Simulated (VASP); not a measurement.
# TiC (rocksalt type) (Fm-3m) in VASP: single point with PBEsol

Aim: the single point of TiC (rocksalt type) with PBEsol.

Program: VASP 6.6.1. These are calculated values, not measurements. Logs are shortened: lines on timing, memory, paths and dates and some standing lists are left out, and cuts for length are marked.

## 1. The cell of the first run

The structure is cubic, space group Fm-3m (No. 225). The conventional cell has a = 3.518 Å, b = 3.518 Å, c = 3.518 Å, α = 90.00°, β = 90.00°, γ = 90.00°. Ti (site symmetry m-3m) has 6 C at 1.76 Å within 2.3 Å. C (site symmetry m-3m) has 6 Ti at 1.76 Å within 2.3 Å.

## 2. Single point, PBEsol (5.44 Å³/atom)

POSCAR

```
TiC
1.0
    0.0000000000      1.7588514117      1.7588514117
    1.7588514117      0.0000000000      1.7588514117
    1.7588514117      1.7588514117      0.0000000000
Ti C
1 1
Direct
    0.0000000000      0.0000000000      0.0000000000
    0.5000000000      0.5000000000      0.5000000000
```

INCAR.step1

```
PREC = Accurate
ENCUT = 520
EDIFF = 1E-6
ISMEAR = -1
SIGMA = 0.08
LREAL = False
LASPH = True
NELM = 60
ALGO = Normal
ISIF = 2
LWAVE = False
LCHARG = True
LMAXMIX = 4
GGA = PS
NBANDS = 15
```

KPOINTS.step1

```
regular mesh
0
Gamma
  17 17 17
```

INCAR.step2

```
PREC = Accurate
ENCUT = 520
EDIFF = 1E-6
ISMEAR = -5
SIGMA = 0.08
LREAL = False
LASPH = True
NELM = 60
ALGO = Normal
ISIF = 2
LWAVE = False
LCHARG = False
LMAXMIX = 4
GGA = PS
LORBIT = 11
NEDOS = 1001
ICHARG = 11
```

KPOINTS.step2

```
regular mesh
0
Gamma
  26 26 26
```

Potentials or basis: VASP PAW PBE potentials, release 64 (Ti_sv, C).

Started as:

```sh
$ cat potpaw_PBE.64/Ti_sv/POTCAR potpaw_PBE.64/C/POTCAR > POTCAR
$ cp INCAR.step1 INCAR
$ cp KPOINTS.step1 KPOINTS
$ mpirun -np 1 vasp_std > vasp.out
$ cp INCAR.step2 INCAR
$ cp KPOINTS.step2 KPOINTS
$ mpirun -np 1 vasp_std > vasp.out
```

OUTCAR:

```text
PREC = Accurate
   ENCUT = 520
   EDIFF = 1E-6
   ISMEAR = -5
   LREAL = False
   LASPH = True
   NELM = 60
   ISIF = 2
   GGA = PS
   LORBIT = 11
   ICHARG = 11

 ion  position               nearest neighbor table
   1  0.000  0.000  0.000-   2 1.76   2 1.76   2 1.76   2 1.76   2 1.76   2 1.76
   2  0.500  0.500  0.500-   1 1.76   1 1.76   1 1.76   1 1.76   1 1.76   1 1.76

  LATTYP: Found a face centered cubic cell.
 ALAT       =     3.5177028234

  Lattice vectors:

 A1 = (   0.0000000000,   1.7588514117,   1.7588514117)
 A2 = (   1.7588514117,   0.0000000000,   1.7588514117)
 A3 = (   1.7588514117,   1.7588514117,   0.0000000000)

Analysis of symmetry for initial positions (statically):
=====================================================================
 Subroutine PRICEL returns:
 Original cell was already a primitive cell.

 Routine SETGRP: Setting up the symmetry group for a
 face centered cubic supercell.

 Subroutine GETGRP returns: Found 48 space group operations
 (whereof 48 operations were pure point group operations)
 out of a pool of 48 trial point group operations.

The static configuration has the point symmetry O_h .

Analysis of symmetry for dynamics (positions and initial velocities):
=====================================================================
 Subroutine PRICEL returns:
 Original cell was already a primitive cell.

 Routine SETGRP: Setting up the symmetry group for a
 face centered cubic supercell.

 Subroutine GETGRP returns: Found 48 space group operations
 (whereof 48 operations were pure point group operations)
 out of a pool of 48 trial point group operations.

The dynamic configuration has the point symmetry O_h .

 Subroutine INISYM returns: Found 48 space group operations
 (whereof 48 operations are pure point group operations),
 and found     1 'primitive' translations

----------------------------------------------------------------------------------------

                                     Primitive cell

  volume of cell :      10.8822

  direct lattice vectors                    reciprocal lattice vectors
     0.000000000  1.758851412  1.758851412    -0.284276430  0.284276430  0.284276430
     1.758851412  0.000000000  1.758851412     0.284276430 -0.284276430  0.284276430
     1.758851412  1.758851412  0.000000000     0.284276430  0.284276430 -0.284276430

  length of vectors
     2.487391521  2.487391521  2.487391521     0.492381220  0.492381220  0.492381220

  position of ions in fractional coordinates (direct lattice)
     0.000000000  0.000000000  0.000000000
     0.500000000  0.500000000  0.500000000

  ion indices of the primitive-cell ions
   primitive index   ion index
                 1           1
                 2           2

----------------------------------------------------------------------------------------

 KPOINTS: regular mesh

Automatic generation of k-mesh.
 Grid dimensions read from file:
 generate k-points for:   26   26   26

 Generating k-lattice:

  Cartesian coordinates                     Fractional coordinates (reciprocal lattice)
    -0.010933709  0.010933709  0.010933709     0.038461538  0.000000000  0.000000000
     0.010933709 -0.010933709  0.010933709     0.000000000  0.038461538  0.000000000
     0.010933709  0.010933709 -0.010933709     0.000000000  0.000000000  0.038461538

  Length of vectors
     0.018937739  0.018937739  0.018937739

  Shift w.r.t. Gamma in fractional coordinates (k-lattice)
     0.000000000  0.000000000  0.000000000

 TETIRR: Found   2360 inequivalent tetrahedra from   105456

 Subroutine IBZKPT returns following result:
 ===========================================

 Found    511 irreducible k-points:

 Following reciprocal coordinates:
            Coordinates               Weight
  0.000000  0.000000  0.000000      1.000000
  0.038462  0.000000  0.000000      8.000000
  0.076923  0.000000  0.000000      8.000000
  0.115385  0.000000  0.000000      8.000000
  0.153846  0.000000  0.000000      8.000000
  0.192308  0.000000  0.000000      8.000000
[... 16 lines left out ...]
  0.346154  0.038462  0.000000     24.000000
  0.384615  0.038462  0.000000     24.000000
 [... further k-points ...]
   k-points           NKPTS =    511   k-points in BZ     NKDIM =    511   number of bands    NBANDS=     12
   number of dos      NEDOS =   1001   number of ions     NIONS =      2
   total plane-waves  NPLWV =   5832
   dimension x,y,z NGX =    18 NGY =   18 NGZ =   18
   dimension x,y,z NGXF=    36 NGYF=   36 NGZF=   36
   ions per type =               1   1
   NGX,Y,Z   is equivalent  to a cutoff of  12.03, 12.03, 12.03 a.u.
   NGXF,Y,Z  is equivalent  to a cutoff of  24.06, 24.06, 24.06 a.u.
 SYSTEM =  unknown system
   PREC   = accura    normal or accurate (medium, high low for compatibility)
   ISTART =      0    job   : 0-new  1-cont  2-samecut
   ICHARG =     11    charge: 1-file 2-atom 10-const
   ISPIN  =      1    spin polarized calculation?
   LNONCOLLINEAR =      F non collinear calculations
   LSORBIT =      F    spin-orbit coupling
   LASPH  =      T    aspherical Exc in radial PAW
   ENCUT  =  520.0 eV  38.22 Ry    6.18 a.u.   4.62  4.62  4.62*2*pi/ulx,y,z
   NELM   =     60;   NELMIN=  2; NELMDL=  0     # of ELM steps
   EDIFF  = 0.1E-05   stopping-criterion for ELM
   LREAL  =      F    real-space projection
   EDIFFG = 0.1E-04   stopping-criterion for IOM
   NSW    =      0    number of steps for IOM
   IBRION =     -1    ionic relax: 0-MD 1-quasi-New 2-CG
   NFREE  =      0    steps in history (QN), initial steepest desc. (CG)
   ISIF   =      2    stress and relaxation
   ISYM   =      2    0-nonsym 1-usesym 2-fastsym
   POTIM  = 0.5000    time-step for ionic-motion
   TEBEG  =    0.0;   TEEND  =   0.0 temperature during run
   PSTRESS=    0.0 pullay stress
   NELECT =      16.0000    total number of electrons
   NUPDOWN=      -1.0000    fix difference up-down
   EMIN   =  10.00;   EMAX   =-10.00  energy-range for DOS
   EFERMI =   0.00;   METHOD = LEGACY
   ISMEAR =    -5;   SIGMA  =   0.08  broadening in eV -4-tet -1-fermi 0-gaus
   EFERMI_NEDOS =   21; number of points for ismear=-14 and -15
   IALGO  =     38    algorithm
   IMIX   =      4    mixing-type and parameters
     AMIX     =   0.40;   BMIX     =  1.00
     AMIX_MAG =   1.60;   BMIX_MAG =  1.00
  volume/ion in A,a.u.               =       5.44        36.72
  Fermi-wavevector in a.u.,A,eV,Ry     =   1.861554  3.517827 47.149410  3.465384
  Thomas-Fermi vector in A             =   2.909322
   LORBIT       =     11    0 simple, 1 ext, 2 COOP (PROOUT), +10 PAW based schemes
   GGA     = PS    functional components
   LHFCALC =     F    Hartree Fock is set to
   AEXX    =    0.0000 exact exchange contribution
   IVDW    =     0    specifies the selected vdW correction
   LEPSILON=     F    determine dielectric tensor
   LRPA    =     F    only Hartree local field effects (RPA)
 non-spin polarized calculation
 Fermi weights with tetrahedron method with Bloechl corrections
  energy-cutoff  :      520.00
  volume of cell :       10.88
 maximum number of plane-waves:       305

 number of electron      16.0000006 magnetization

 Free energy of the ion-electron system (eV)
  ---------------------------------------------------
  ext. energy  EPLUGINS =         0.00000000
  ---------------------------------------------------
  free energy    TOTEN  =       -11.22137811 eV

  energy without entropy =      -11.22137811  energy(sigma->0) =      -11.22137811

 E-fermi :  18.6089     XC(G=0): -16.4137

 val. band max:       18.6280655279   @ k =   0.0385   0.0385   0.0000
 cond. band min:      18.5657244453   @ k =   0.3077   0.2308   0.0000
 fundamental gap:     -0.0623410826
 Fermi energy:        18.6089341845

 k-point     1 :       0.0000    0.0000    0.0000
  band No.  band energies     occupation
      1     -37.0150      2.00000
      2     -11.6715      2.00000
      3     -11.6715      2.00000
      4     -11.6715      2.00000
      5       4.1245      2.00000
      6      18.7623     -0.26522
      7      18.7623      0.00000
      8      18.7623      0.00000
      9      21.1061      0.00000
     10      21.1061      0.00000
     11      21.1061      0.00000
     12      21.4732      0.00000

 k-point     2 :       0.0385    0.0000    0.0000
  band No.  band energies     occupation
      1     -37.0027      2.00000
      2     -11.7379      2.00000
      3     -11.6755      2.00000
      4     -11.6755      2.00000
      5       4.2108      2.00000
      6      18.5004      2.02264
      7      18.7315      0.54882
      8      18.7315      0.09872
      9      20.2439      0.00000
     10      20.2439      0.00000
     11      21.2923      0.00000
     12      22.4813      0.00000

 k-point     3 :       0.0769    0.0000    0.0000
  band No.  band energies     occupation
      1     -36.9661      2.00000
      2     -11.9304      2.00000
      3     -11.6874      2.00000
      4     -11.6874      2.00000
      5       4.4612      2.00000
      6      17.8878      2.00000
      7      18.4140      2.00944
      8      18.4140      1.98644
      9      19.6617      0.00000
     10      19.6617      0.00000
     11      21.6901      0.00000
     12      23.7231      0.00000
[... 286 lines left out ...]
 k-point    23 :       0.3462    0.0385    0.0000
  band No.  band energies     occupation
      1     -36.3274      2.00000
      2     -14.6221      2.00000
      3     -11.9321      2.00000
      4     -11.8650      2.00000
      5       8.1658      2.00000
      6      12.8761      2.00000
      7      13.8318      2.00000
      8      13.8358      2.00000
      9      22.2389      0.00000
     10      23.0378      0.00000
     11      24.8514      0.00000
     12      31.5376      0.00000

 k-point    24 :       0.3846    0.0385    0.0000
  band No.  band energies     occupation
      1     -36.2338      2.00000
      2     -14.9536      2.00000
      3     -11.9488      2.00000
      4     -11.8995      2.00000
      5       8.6262      2.00000
      6      12.4391      2.00000
      7      13.3916      2.00000
      8      13.5188      2.00000
      9      22.8768      0.00000
     10      23.5913      0.00000
     11      25.4844      0.00000
     12      32.5561      0.00000

 [... further k-points ...]

------------------------ aborting loop because EDIFF is reached ----------------------------------------

  FORCE on cell =-STRESS in cart. coord.  units (eV):
  Direction    XX          YY          ZZ          XY          YZ          ZX
  --------------------------------------------------------------------------------------
  -------------------------------------------------------------------------------------
  Total       33.6383434     33.6383434     33.6383434      0.0000000     -0.0000000      0.0000000
  in kB     4952.5370305   4952.5370305   4952.5370305      0.0000000     -0.0000000      0.0000000
  external PRESSURE =    4952.5370305 kB  Pullay stress =       0.0000000 kB

 VOLUME and BASIS-vectors are now :
 -----------------------------------------------------------------------------
  energy-cutoff  :      520.00
  volume of cell :       10.88
      direct lattice vectors                 reciprocal lattice vectors
     0.000000000  1.758851412  1.758851412    -0.284276430  0.284276430  0.284276430
     1.758851412  0.000000000  1.758851412     0.284276430 -0.284276430  0.284276430
     1.758851412  1.758851412  0.000000000     0.284276430  0.284276430 -0.284276430

 POSITION                                       TOTAL-FORCE (eV/Angst)
 -----------------------------------------------------------------------------------
      0.00000      0.00000      0.00000         0.000000      0.000000      0.000000
      1.75885      1.75885      1.75885         0.000000      0.000000      0.000000
 -----------------------------------------------------------------------------------
    total drift:                               -0.000000     -0.000000     -0.000000

  FREE ENERGIE OF THE ION-ELECTRON SYSTEM (eV)
  ---------------------------------------------------
  free  energy   TOTEN  =       -11.2213781109 eV

  energy  without entropy=      -11.2213781109  energy(sigma->0) =      -11.22137811

 total charge

# of ion       s       p       d       tot
------------------------------------------
    1        2.460   6.802   3.442  12.705
    2        1.050   1.903   0.000   2.953
--------------------------------------------------
tot          3.509   8.706   3.442  15.657
```

Run time: 98 s. Hardware: 1 thread of Intel Xeon 8259CL, shared host; peak memory 0.19 GiB.

Results:

- Valence electrons inside the program's atomic spheres: Ti 12.71; C 2.95

Levels at points of the mesh, in eV from the Fermi level:
```csv
k point,band 5,band 6,band 7,band 8,band 9,band 10,band 11,band 12
"(0.00, 0.00, 0.00)",-14.48,0.15,0.15,0.15,2.50,2.50,2.50,2.86
"(0.50, 0.00, 0.00)",-9.35,-6.25,-6.00,-6.00,5.77,5.77,8.76,11.93
"(0.50, 0.50, 0.00)",-13.46,-4.95,-1.69,1.40,1.40,5.35,7.29,7.29
```

Caveat: the PAW data sets were made with another functional, which shifts forces and pressure a little; tetrahedron occupations give inexact forces and stress in metals.
